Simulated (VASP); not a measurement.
Input of a VASP 6.6.1 run:

File INCAR:

```
PREC = Accurate ; ENCUT = 520
EDIFF = 1E-7 ; ISMEAR = 0
SIGMA = 0.1 ; LREAL = False
LASPH = True ; NELM = 80
ALGO = Fast ; ISIF = 2
LWAVE = False ; LCHARG = False
GGA = PS ; NBANDS = 18
```

Contents of KPOINTS:

```
Automatic mesh
0
Gamma
  16 16 16
```

The input POSCAR:

```
Ta
1.0
    3.2148724451      0.0000000000      0.0000000000
    0.0000000000      3.2148724451      0.0000000000
    0.0000000000      0.0000000000      3.3635335278
Ta
2
Direct
    0.0000000000      0.0000000000      0.0000000000
    0.5000000000      0.5000000000      0.5000000000
```

Potentials or basis: VASP PAW PBE potentials, release 64 (Ta_pv).

Launch:

```bash
$ cat potpaw_PBE.64/Ta_pv/POTCAR > POTCAR
$ mpirun -np 1 vasp_std > vasp.out
```

**Question.** What does it give for the band gap on the k mesh?

**Answer.** Zero (band 11 reaches 7.63 eV, above the bottom of band 12 at 4.45 eV).

**Question.** Estimate the pressure.

**Answer.** 3.9 GPa.

Stress tensor (GPa, compression positive):
```
5.68 0.00 0.00
0.00 5.68 0.00
0.00 0.00 0.24
```

Caveat: the cell differs from its parent crystal (biaxial strain in the a-b plane: -2.0 %, then relaxed in part); the PAW data sets were made with another functional, which shifts forces and pressure a little; spin-orbit coupling is left out, which moves the levels of the heavy elements.
